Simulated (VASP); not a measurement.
Input of a VASP 6.6.1 run:

File INCAR:

```
PREC     = Accurate       # precision mode
ENCUT    = 520            # plane-wave cutoff, eV
EDIFF    = 1E-7           # SCF threshold, eV
ISMEAR   = 0              # smearing method
SIGMA    = 0.01           # smearing width, eV
LREAL    = F              # projectors in reciprocal space
LASPH    = T              # aspherical terms in the spheres
NELM     = 80             # most SCF steps
ALGO     = Normal         # electronic algorithm
ISIF     = 2              # what is computed and relaxed
LWAVE    = F              # write WAVECAR
LCHARG   = T              # write CHGCAR
GGA      = PS             # functional
IVDW     = 12             # dispersion correction
LELF     = T              # ELF
LVHAR    = T            
NBANDS   = 14             # bands
```

File KPOINTS:

```
Automatic mesh
0
Gamma
  10 10 10
```

File POSCAR:

```
NaF
1.0
    0.0000000000      2.3150981336      2.3150981336
    2.3150981336      0.0000000000      2.3150981336
    2.3150981336      2.3150981336      0.0000000000
Na F
1 1
Direct
    0.0000000000      0.0000000000      0.0000000000
    0.5000000000      0.5000000000      0.5000000000
```

Potentials or basis: VASP PAW PBE potentials, release 64 (Na_pv, F).

Command:

```bash
$ cat potpaw_PBE.64/Na_pv/POTCAR potpaw_PBE.64/F/POTCAR > POTCAR
$ mpirun -np 1 vasp_std > vasp.out
```

Question: What does it give for the pressure?

Answer: -2.2 GPa.

Question: Predict the band gap on the k mesh.

Answer: 6.17 eV.

Question: Predict the dispersion energy per atom.

Answer: -0.163 eV.

Caveat: three body term missing; the PAW data sets were made with another functional, which shifts forces and pressure a little. As with any semilocal functional, this PBEsol gap is likely too small.
